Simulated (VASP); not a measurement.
Write the native input for VASP 6.6.1 that does the following.

```yaml
Task: single point
Functional: LDA
Potentials_or_basis: VASP PAW LDA potentials, release 64 (Al)
Cutoff: 520 eV
k_mesh: 4 × 4 × 4
Occupations: gaussian, width 0.1 eV
Spin: no spin polarisation
Dipole_correction: no
Further_INCAR_settings: LREAL = Auto; ALGO = Fast; EDIFF = 1e-07; NBANDS = 58
```

The structure of Al (a cell with a defect) lies in POSCAR:

```
Al
1.0
   -5.9754190399      0.0000000000      5.9754190399
   -5.9754190399     -5.9754190399      0.0000000000
    0.0000000000     -5.9754190399      5.9754190399
Al
26
Direct
    0.0000000000      0.3356538311      0.0000000000
    0.0000000000     -0.0023204978      0.0000000000
    0.0000000000      0.6666666667      0.3310128356
    0.0000000000      0.3356538311      0.3310128356
   -0.0003793932      0.0001264644      0.3334597977
    0.0000000000      0.6666666667      0.6689871644
    0.0003793932      0.3332068689      0.6665402023
    0.0000000000     -0.0023204978      0.6689871644
    0.3310128356      0.6666666667      0.0000000000
    0.3310128356      0.3356538311      0.0000000000
    0.3334597977      0.0001264644     -0.0003793932
    0.3334597977      0.6662872734      0.3334597977
    0.3327976806      0.3338689861      0.3327976806
    0.3334597977      0.0001264644      0.3334597977
    0.3310128356      0.6666666667      0.6689871644
    0.3327976806      0.3338689861      0.6672023194
    0.3327976806      0.9994643473      0.6672023194
    0.6689871644      0.6666666667      0.0000000000
    0.6665402023      0.3332068689      0.0003793932
    0.6689871644     -0.0023204978      0.0000000000
    0.6689871644      0.6666666667      0.3310128356
    0.6672023194      0.3338689861      0.3327976806
    0.6672023194      0.9994643473      0.3327976806
    0.6665402023      0.6670460599      0.6665402023
    0.6665402023      0.3332068689      0.6665402023
    0.6672023194     -0.0005356527      0.6672023194
```

This cell differs from its parent crystal: atoms taken out, then relaxed in part.

One way to write it, as run:

INCAR

```
SYSTEM = Al
PREC = Accurate ; ENCUT = 520
EDIFF = 1E-7 ; ISMEAR = 0
SIGMA = 0.1 ; LREAL = Auto
LASPH = .TRUE. ; NELM = 100
ALGO = Fast ; ISIF = 2
LWAVE = .FALSE. ; LCHARG = .TRUE.
LELF = .TRUE. ; LVHAR = .TRUE.
NBANDS = 58
```

KPOINTS

```
regular mesh
0
G
  4 4 4
  0 0 0
```

Potentials or basis: VASP PAW LDA potentials, release 64 (Al).

Launch:

```bash
$ cat potpaw_LDA.64/Al/POTCAR > POTCAR
$ mpirun -np 1 vasp_std > vasp.out
```

Results of the run:

```yaml
Pressure: -0.6 GPa
Largest_force: 0.015 eV/Å
Band_gap_on_the_k_mesh: zero (bands 39 and 40 overlap by 0.62 eV)
```

Caveat: the cell differs from its parent crystal (atoms taken out, then relaxed in part).

Run time: 10 min on 1 thread of Intel Xeon 8259CL, on a shared host, peak memory 0.45 GiB.
